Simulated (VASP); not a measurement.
Runs of VASP 6.6.1 on InAs. The structure is that of space group F-43m (No. 216), or close to it. The cells are those of the table. 

| task | level | cell | cutoff (eV) | gap on the mesh (eV) | pressure (GPa) |
| --- | --- | --- | --- | --- | --- |
| single point | PBEsol | a = 4.305 Å, angles 60.0°, 2 atoms | 520 | none | 0.1 |
| single point | r2SCAN | a = 4.305 Å, angles 60.0°, 2 atoms | 520 | 0.14 | 0.6 |
| single point | PBEsol | a = 4.268 Å, angles 60.0°, 2 atoms | 520 | none | (a) |
| relaxation of cell and atoms | PBEsol | relaxed from a = 4.268 Å, angles 60.0°, 2 atoms | 600 | none | 0.0 |

Alike in all rows: potentials or basis VASP PAW PBE potentials, release 64 (In_d, As); no spin polarisation; k mesh 10 × 10 × 10; smearing gaussian 0.1 eV.

Estimate the missing entries.

(a) 1.6.

Caveats: the PAW data sets were made with another functional, which shifts forces and pressure a little; spin-orbit coupling is left out, which moves the levels of the heavy elements; semilocal functionals underestimate gaps, so a narrow gap can read as zero (at least some runs).

A k mesh can miss the band edges, and the runs leave out spin-orbit coupling on As, In.

A gap of «none» marks levels without a gap at the run's occupations.
